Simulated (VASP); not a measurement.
# Rh (P6_3/mmc) in VASP: a series of runs

The runs below take Rh through single point, with PBEsol.

Program: VASP 6.6.1. These are calculated values, not measurements. Logs are shortened: lines on timing, memory, paths and dates and some standing lists are left out, and cuts for length are marked.

### Step 1. The cell of the first run

It takes space group P6_3/mmc (No. 194, hexagonal). The conventional cell has a = 2.689 Å, b = 2.689 Å, c = 3.983 Å, α = 90.00°, β = 90.00°, γ = 120.00°. Rh (site symmetry -6m2) has 12 Rh at 2.52 to 2.69 Å within 3.3 Å.

This isn't the form of Rh at room conditions, which is fcc.

### Step 2. Single point, PBEsol (strain +0.000 along x and y, -0.080 along z)

Contents of INCAR:

```
PREC     = Accurate       # precision mode
ENCUT    = 520            # plane-wave cutoff, eV
EDIFF    = 1E-6           # SCF threshold, eV
ISMEAR   = 0              # smearing method
SIGMA    = 0.15           # smearing width, eV
LREAL    = F              # projectors in reciprocal space
LASPH    = T              # aspherical terms in the spheres
NELM     = 100            # most SCF steps
ALGO     = Fast           # electronic algorithm
ISIF     = 2              # what is computed and relaxed
LWAVE    = F              # write WAVECAR
LCHARG   = F              # write CHGCAR
GGA      = PS             # functional
NBANDS   = 22             # bands
```

Contents of KPOINTS:

```
regular mesh
0
Gamma
  24 24 14
```

Contents of POSCAR:

```
Rh
1.0
    2.6887360848      0.0000000000      0.0000000000
   -1.3443680424      2.3285137535      0.0000000000
    0.0000000000      0.0000000000      3.9826986242
Rh
2
Direct
    0.6666666667      0.3333333333      0.7500000000
    0.3333333333      0.6666666667      0.2500000000
```

Potentials or basis: VASP PAW PBE potentials, release 64 (Rh_pv).

On the command line:

```bash
cat potpaw_PBE.64/Rh_pv/POTCAR > POTCAR
mpirun -np 1 vasp_std > vasp.out
```

OUTCAR:

```text
PREC = Accurate
   ENCUT = 520
   EDIFF = 1E-6
   ISMEAR = 0
   LREAL = F
   LASPH = T
   NELM = 100
   ISIF = 2
   GGA = PS

 ion  position               nearest neighbor table
   1  0.667  0.333  0.750-   2 2.52   2 2.52   2 2.52   2 2.52   2 2.52   2 2.52
   2  0.333  0.667  0.250-   1 2.52   1 2.52   1 2.52   1 2.52   1 2.52   1 2.52

  LATTYP: Found a hexagonal cell.
 ALAT       =     2.6887360848
 C/A-ratio  =     1.4812530864

  Lattice vectors:

 A1 = (   2.6887360848,   0.0000000000,   0.0000000000)
 A2 = (  -1.3443680424,   2.3285137535,   0.0000000000)
 A3 = (   0.0000000000,   0.0000000000,   3.9826986242)

Analysis of symmetry for initial positions (statically):
=====================================================================
 Subroutine PRICEL returns:
 Original cell was already a primitive cell.

 Routine SETGRP: Setting up the symmetry group for a
 hexagonal supercell.

 Subroutine GETGRP returns: Found 24 space group operations
 (whereof 12 operations were pure point group operations)
 out of a pool of 24 trial point group operations.

The static configuration has the point symmetry D_3d.
 The point group associated with its full space group is D_6h.

Analysis of symmetry for dynamics (positions and initial velocities):
=====================================================================
 Subroutine PRICEL returns:
 Original cell was already a primitive cell.

 Routine SETGRP: Setting up the symmetry group for a
 hexagonal supercell.

 Subroutine GETGRP returns: Found 24 space group operations
 (whereof 12 operations were pure point group operations)
 out of a pool of 24 trial point group operations.

The dynamic configuration has the point symmetry D_3d.
 The point group associated with its full space group is D_6h.

 Subroutine INISYM returns: Found 24 space group operations
 (whereof 12 operations are pure point group operations),
 and found     1 'primitive' translations

----------------------------------------------------------------------------------------

                                     Primitive cell

  volume of cell :      24.9347

  direct lattice vectors                    reciprocal lattice vectors
     2.688736085  0.000000000  0.000000000     0.371921962  0.214729245  0.000000000
    -1.344368042  2.328513753  0.000000000     0.000000000  0.429458490  0.000000000
     0.000000000  0.000000000  3.982698624     0.000000000  0.000000000  0.251086033

  length of vectors
     2.688736085  2.688736085  3.982698624     0.429458490  0.429458490  0.251086033

  position of ions in fractional coordinates (direct lattice)
     0.666666667  0.333333333  0.750000000
     0.333333333  0.666666667  0.250000000

  ion indices of the primitive-cell ions
   primitive index   ion index
                 1           1
                 2           2

----------------------------------------------------------------------------------------

 KPOINTS: regular mesh

Automatic generation of k-mesh.
 Grid dimensions read from file:
 generate k-points for:   24   24   14

 Generating k-lattice:

  Cartesian coordinates                     Fractional coordinates (reciprocal lattice)
     0.015496748  0.008947052  0.000000000     0.041666667 -0.000000000  0.000000000
     0.000000000  0.017894104  0.000000000     0.000000000  0.041666667  0.000000000
     0.000000000  0.000000000  0.017934717     0.000000000  0.000000000  0.071428571

  Length of vectors
     0.017894104  0.017894104  0.017934717

  Shift w.r.t. Gamma in fractional coordinates (k-lattice)
     0.000000000  0.000000000  0.000000000

 Subroutine IBZKPT returns following result:
 ===========================================

 Found    488 irreducible k-points:

 Following reciprocal coordinates:
            Coordinates               Weight
  0.000000  0.000000  0.000000      1.000000
  0.041667  0.000000  0.000000      6.000000
  0.083333  0.000000  0.000000      6.000000
  0.125000 -0.000000  0.000000      6.000000
  0.166667  0.000000  0.000000      6.000000
  0.208333  0.000000  0.000000      6.000000
[... 16 lines left out ...]
  0.416667  0.041667  0.000000     12.000000
  0.458333  0.041667  0.000000     12.000000
 [... further k-points ...]
   k-points           NKPTS =    488   k-points in BZ     NKDIM =    488   number of bands    NBANDS=     22
   number of dos      NEDOS =    301   number of ions     NIONS =      2
   total plane-waves  NPLWV =  12000
   dimension x,y,z NGX =    20 NGY =   20 NGZ =   30
   dimension x,y,z NGXF=    40 NGYF=   40 NGZF=   60
   ions per type =               2
   NGX,Y,Z   is equivalent  to a cutoff of  12.37, 12.37, 12.52 a.u.
   NGXF,Y,Z  is equivalent  to a cutoff of  24.73, 24.73, 25.05 a.u.
 SYSTEM =  unknown system
   PREC   = accura    normal or accurate (medium, high low for compatibility)
   ISTART =      0    job   : 0-new  1-cont  2-samecut
   ICHARG =      2    charge: 1-file 2-atom 10-const
   ISPIN  =      1    spin polarized calculation?
   LNONCOLLINEAR =      F non collinear calculations
   LSORBIT =      F    spin-orbit coupling
   LASPH  =      T    aspherical Exc in radial PAW
   ENCUT  =  520.0 eV  38.22 Ry    6.18 a.u.   5.00  5.00  7.41*2*pi/ulx,y,z
   NELM   =    100;   NELMIN=  2; NELMDL= -5     # of ELM steps
   EDIFF  = 0.1E-05   stopping-criterion for ELM
   LREAL  =      F    real-space projection
   EDIFFG = 0.1E-04   stopping-criterion for IOM
   NSW    =      0    number of steps for IOM
   IBRION =     -1    ionic relax: 0-MD 1-quasi-New 2-CG
   NFREE  =      0    steps in history (QN), initial steepest desc. (CG)
   ISIF   =      2    stress and relaxation
   ISYM   =      2    0-nonsym 1-usesym 2-fastsym
   POTIM  = 0.5000    time-step for ionic-motion
   TEBEG  =    0.0;   TEEND  =   0.0 temperature during run
   PSTRESS=    0.0 pullay stress
   NELECT =      30.0000    total number of electrons
   NUPDOWN=      -1.0000    fix difference up-down
   EMIN   =  10.00;   EMAX   =-10.00  energy-range for DOS
   EFERMI =   0.00;   METHOD = LEGACY
   ISMEAR =     0;   SIGMA  =   0.15  broadening in eV -4-tet -1-fermi 0-gaus
   EFERMI_NEDOS =   21; number of points for ismear=-14 and -15
   IALGO  =     68    algorithm
   IMIX   =      4    mixing-type and parameters
     AMIX     =   0.40;   BMIX     =  1.00
     AMIX_MAG =   1.60;   BMIX_MAG =  1.00
  volume/ion in A,a.u.               =      12.47        84.13
  Fermi-wavevector in a.u.,A,eV,Ry     =   1.741194  3.290379 41.249542  3.031756
  Thomas-Fermi vector in A             =   2.813698
   LORBIT       =      0    0 simple, 1 ext, 2 COOP (PROOUT), +10 PAW based schemes
   GGA     = PS    functional components
   LHFCALC =     F    Hartree Fock is set to
   AEXX    =    0.0000 exact exchange contribution
   IVDW    =     0    specifies the selected vdW correction
   LEPSILON=     F    determine dielectric tensor
   LRPA    =     F    only Hartree local field effects (RPA)
 non-spin polarized calculation
 RMM-DIIS sequential band-by-band and
 Gauss-broadening in eV      SIGMA  =   0.15
  energy-cutoff  :      520.00
  volume of cell :       24.93
 maximum number of plane-waves:       689
 NGX is ok and might be reduce to    20
   NGX =  9   NGY =  9   NGZ = 15

 number of electron      29.9999989 magnetization

 Free energy of the ion-electron system (eV)
  ---------------------------------------------------
  ext. energy  EPLUGINS =         0.00000000
  ---------------------------------------------------
  free energy    TOTEN  =       -15.86551891 eV

  energy without entropy =      -15.83123114  energy(sigma->0) =      -15.84837502

 E-fermi :  13.7947     XC(G=0): -14.8458

 val. band max:       13.7940220172   @ k =   0.2917   0.0833   0.1429
 cond. band min:      13.7987202442   @ k =   0.4583   0.0417   0.1429
 fundamental gap:      0.0046982270
 Fermi energy:        13.7946525843

 k-point     1 :       0.0000    0.0000    0.0000
  band No.  band energies     occupation
      1     -34.0569      2.00000
      2     -33.0594      2.00000
      3     -33.0594      2.00000
      4     -32.8277      2.00000
      5     -32.8277      2.00000
      6     -32.7995      2.00000
[... 14 lines left out ...]
     21      33.0084      0.00000
     22      33.1545      0.00000

 k-point     2 :       0.0417    0.0000    0.0000
  band No.  band energies     occupation
      1     -34.0510      2.00000
      2     -33.0690      2.00000
      3     -33.0633      2.00000
      4     -32.8382      2.00000
      5     -32.8285      2.00000
      6     -32.8032      2.00000
[... 14 lines left out ...]
     21      33.0707      0.00000
     22      33.2111      0.00000

 k-point     3 :       0.0833    0.0000    0.0000
  band No.  band energies     occupation
      1     -34.0335      2.00000
      2     -33.0974      2.00000
      3     -33.0746      2.00000
      4     -32.8689      2.00000
      5     -32.8311      2.00000
      6     -32.8141      2.00000
[... 14 lines left out ...]
     21      33.1799      0.00000
     22      33.3671      0.00000

 k-point     4 :       0.1250   -0.0000    0.0000
  band No.  band energies     occupation
      1     -34.0049      2.00000
      2     -33.1426      2.00000
      3     -33.0923      2.00000
      4     -32.9172      2.00000
      5     -32.8354      2.00000
      6     -32.8323      2.00000
[... 14 lines left out ...]
     21      32.9788      0.00000
     22      33.5502      0.00000

 k-point     5 :       0.1667    0.0000    0.0000
  band No.  band energies     occupation
      1     -33.9661      2.00000
      2     -33.2017      2.00000
      3     -33.1147      2.00000
      4     -32.9793      2.00000
      5     -32.8575      2.00000
      6     -32.8416      2.00000
[... 417 lines left out ...]
 k-point    22 :       0.3750    0.0417    0.0000
  band No.  band energies     occupation
      1     -33.6463      2.00000
      2     -33.5735      2.00000
      3     -33.3478      2.00000
      4     -33.2461      2.00000
      5     -33.0912      2.00000
      6     -32.8951      2.00000
[... 14 lines left out ...]
     21      26.9572      0.00000
     22      29.3792      0.00000

 k-point    23 :       0.4167    0.0417    0.0000
  band No.  band energies     occupation
      1     -33.6114      2.00000
      2     -33.5970      2.00000
      3     -33.3796      2.00000
      4     -33.2612      2.00000
      5     -33.1319      2.00000
      6     -32.9005      2.00000
[... 14 lines left out ...]
     21      26.3849      0.00000
     22      29.0043      0.00000

 k-point    24 :       0.4583    0.0417    0.0000
  band No.  band energies     occupation
      1     -33.6311      2.00000
      2     -33.5677      2.00000
      3     -33.3961      2.00000
      4     -33.2687      2.00000
      5     -33.1567      2.00000
      6     -32.9034      2.00000
[... 14 lines left out ...]
     21      26.3337      0.00000
     22      28.7682      0.00000

 [... further k-points ...]

------------------------ aborting loop because EDIFF is reached ----------------------------------------

  FORCE on cell =-STRESS in cart. coord.  units (eV):
  Direction    XX          YY          ZZ          XY          YZ          ZX
  --------------------------------------------------------------------------------------
  -------------------------------------------------------------------------------------
  Total        3.5167739      3.5167739      8.7104198      0.0000000      0.0000000      0.0000000
  in kB      225.9699053    225.9699053    559.6870302      0.0000000      0.0000000      0.0000000
  external PRESSURE =     337.2089470 kB  Pullay stress =       0.0000000 kB

 VOLUME and BASIS-vectors are now :
 -----------------------------------------------------------------------------
  energy-cutoff  :      520.00
  volume of cell :       24.93
      direct lattice vectors                 reciprocal lattice vectors
     2.688736085  0.000000000  0.000000000     0.371921962  0.214729245  0.000000000
    -1.344368042  2.328513753  0.000000000     0.000000000  0.429458490  0.000000000
     0.000000000  0.000000000  3.982698624     0.000000000  0.000000000  0.251086033

 POSITION                                       TOTAL-FORCE (eV/Angst)
 -----------------------------------------------------------------------------------
      1.34437      0.77617      2.98702        -0.000000      0.000000      0.000000
     -0.00000      1.55234      0.99567         0.000000     -0.000000      0.000000
 -----------------------------------------------------------------------------------
    total drift:                               -0.000000      0.000000     -0.000000

  FREE ENERGIE OF THE ION-ELECTRON SYSTEM (eV)
  ---------------------------------------------------
  free  energy   TOTEN  =       -15.8655189145 eV

  energy  without entropy=      -15.8312311352  energy(sigma->0) =      -15.84837502
```

Wall time 1.9 min (1 thread of AMD EPYC 9R45 (Zen 5), shared host); peak memory 0.27 GiB.

Results:

- Free energy: -15.8655 eV
- Pressure: 33.7 GPa
- Band gap on the k mesh: zero (bands 15 and 16 overlap by 2.45 eV)

Levels at points of the mesh, in eV from the Fermi level:
```tsv
k point	band 11	band 12	band 13	band 14	band 15	band 16	band 17	band 18	band 19	band 20
(0.00, 0.00, 0.00)	-2.96	-2.96	-2.85	-2.83	-2.83	0.11	0.11	1.60	10.91	15.26
(0.50, 0.00, 0.00)	-2.87	-2.70	-2.16	-0.01	0.56	1.09	3.07	5.28	11.23	12.45
(0.00, 0.00, 0.50)	-4.04	-4.04	-3.29	-3.29	-0.43	-0.43	-0.43	-0.43	14.86	14.86
(0.50, 0.00, 0.50)	-2.36	-2.36	-0.51	-0.51	0.36	0.36	2.67	2.67	10.11	10.11
```

Caveat: the cell differs from its parent crystal (strain +0.000 along x and y, -0.080 along z); the cell stands under pressure; the PAW data sets were made with another functional, which shifts forces and pressure a little.

### Step 3. Single point, PBEsol (strain -0.040 along x and y, +0.000 along z)

Contents of INCAR:

```
SYSTEM = Rh
PREC = Accurate
ENCUT = 520
EDIFF = 1E-6
ISMEAR = 0
SIGMA = 0.15
LREAL = .FALSE.
LASPH = .TRUE.
NELM = 60
ALGO = Fast
ISIF = 2
LWAVE = .FALSE.
LCHARG = .FALSE.
GGA = PS
NBANDS = 22
```

Contents of KPOINTS:

```
regular mesh
0
G
  24 24 14
  0 0 0
```

Contents of POSCAR:

```
Rh
1.0
    2.5811866414      0.0000000000      0.0000000000
   -1.2905933207      2.2353732034      0.0000000000
    0.0000000000      0.0000000000      4.3290202437
Rh
2
Direct
    0.6666666667      0.3333333333      0.7500000000
    0.3333333333      0.6666666667      0.2500000000
```

Potentials or basis: VASP PAW PBE potentials, release 64 (Rh_pv).

On the command line:

```bash
cat potpaw_PBE.64/Rh_pv/POTCAR > POTCAR
mpirun -np 1 vasp_std > vasp.out
```

OUTCAR:

```text
SYSTEM = Rh
   PREC = Accurate
   ENCUT = 520
   EDIFF = 1E-6
   ISMEAR = 0
   LREAL = .FALSE.
   LASPH = .TRUE.
   NELM = 60
   ISIF = 2
   GGA = PS

 ion  position               nearest neighbor table
   1  0.667  0.333  0.750-   2 2.63   2 2.63   2 2.63   2 2.63   2 2.63   2 2.63
   2  0.333  0.667  0.250-   1 2.63   1 2.63   1 2.63   1 2.63   1 2.63   1 2.63

  LATTYP: Found a hexagonal cell.
 ALAT       =     2.5811866414
 C/A-ratio  =     1.6771434403

  Lattice vectors:

 A1 = (   2.5811866414,   0.0000000000,   0.0000000000)
 A2 = (  -1.2905933207,   2.2353732034,   0.0000000000)
 A3 = (   0.0000000000,   0.0000000000,   4.3290202437)

Analysis of symmetry for initial positions (statically):
=====================================================================
 Subroutine PRICEL returns:
 Original cell was already a primitive cell.

 Routine SETGRP: Setting up the symmetry group for a
 hexagonal supercell.

 Subroutine GETGRP returns: Found 24 space group operations
 (whereof 12 operations were pure point group operations)
 out of a pool of 24 trial point group operations.

The static configuration has the point symmetry D_3d.
 The point group associated with its full space group is D_6h.
[... 161 lines left out ...]

  energy without entropy =      -15.97331125  energy(sigma->0) =      -15.98836632

 E-fermi :  13.6902     XC(G=0): -14.8434

 val. band max:       13.6889182542   @ k =   0.3750   0.0000   0.1429
 cond. band min:      13.6929162153   @ k =   0.2500   0.0000   0.4286
 fundamental gap:      0.0039979611
 Fermi energy:        13.6902447065

 k-point     1 :       0.0000    0.0000    0.0000
  band No.  band energies     occupation
      1     -33.8423      2.00000
      2     -32.9758      2.00000
      3     -32.9758      2.00000
      4     -32.8834      2.00000
      5     -32.8565      2.00000
      6     -32.8565      2.00000
[... 589 lines left out ...]
     21      27.5458      0.00000
     22      28.2300      0.00000

 [... further k-points ...]

------------------------ aborting loop because EDIFF is reached ----------------------------------------

  FORCE on cell =-STRESS in cart. coord.  units (eV):
  Direction    XX          YY          ZZ          XY          YZ          ZX
  --------------------------------------------------------------------------------------
  -------------------------------------------------------------------------------------
  Total        5.4092095      5.4092095      3.0734480      0.0000000      0.0000000      0.0000000
  in kB      346.9647208    346.9647208    197.1411976      0.0000000      0.0000000      0.0000000
  external PRESSURE =     297.0235464 kB  Pullay stress =       0.0000000 kB

 VOLUME and BASIS-vectors are now :
 -----------------------------------------------------------------------------
  energy-cutoff  :      520.00
  volume of cell :       24.98
      direct lattice vectors                 reciprocal lattice vectors
     2.581186641  0.000000000  0.000000000     0.387418710  0.223676297  0.000000000
    -1.290593321  2.235373203  0.000000000     0.000000000  0.447352594  0.000000000
     0.000000000  0.000000000  4.329020244     0.000000000  0.000000000  0.230999151

 POSITION                                       TOTAL-FORCE (eV/Angst)
 -----------------------------------------------------------------------------------
      1.29059      0.74512      3.24677        -0.000000     -0.000000      0.000000
     -0.00000      1.49025      1.08226         0.000000      0.000000      0.000000
 -----------------------------------------------------------------------------------
    total drift:                               -0.000000      0.000000     -0.000000

  FREE ENERGIE OF THE ION-ELECTRON SYSTEM (eV)
  ---------------------------------------------------
  free  energy   TOTEN  =       -16.0034213895 eV

  energy  without entropy=      -15.9733112492  energy(sigma->0) =      -15.98836632
```

stdout:

```text
POSCAR found type information on POSCAR Rh
 POSCAR found :  1 types and       2 ions
 scaLAPACK will be used
 -----------------------------------------------------------------------------
|                                                                             |
|                                                                             |
|     You enforced a specific xc type in the INCAR file but a different       |
|     I HOPE YOU KNOW WHAT YOU ARE DOING!                                     |
|                                                                             |
 -----------------------------------------------------------------------------

 LDA part: xc-table for (Slater+PW92), standard interpolation
 POSCAR, INCAR and KPOINTS ok, starting setup
 FFT: planning ... GRIDC
 FFT: planning ... GRID_SOFT
 FFT: planning ... GRID
 WAVECAR not read
 entering main loop
```

It took 1.9 min on 1 thread of AMD EPYC 9R45 (Zen 5), shared host; peak memory 0.27 GiB.

Results:

- Free energy: -16.0034 eV
- Pressure: 29.7 GPa
- Band gap on the k mesh: zero (bands 15 and 16 overlap by 3.02 eV)

Stress tensor (GPa, compression positive):
```
34.70  0.00  0.00
 0.00 34.70  0.00
 0.00  0.00 19.71
```

Caveat: the cell differs from its parent crystal (strain -0.040 along x and y, +0.000 along z); the cell stands under pressure; the PAW data sets were made with another functional, which shifts forces and pressure a little.

(Part 1 of 2 ends here.)
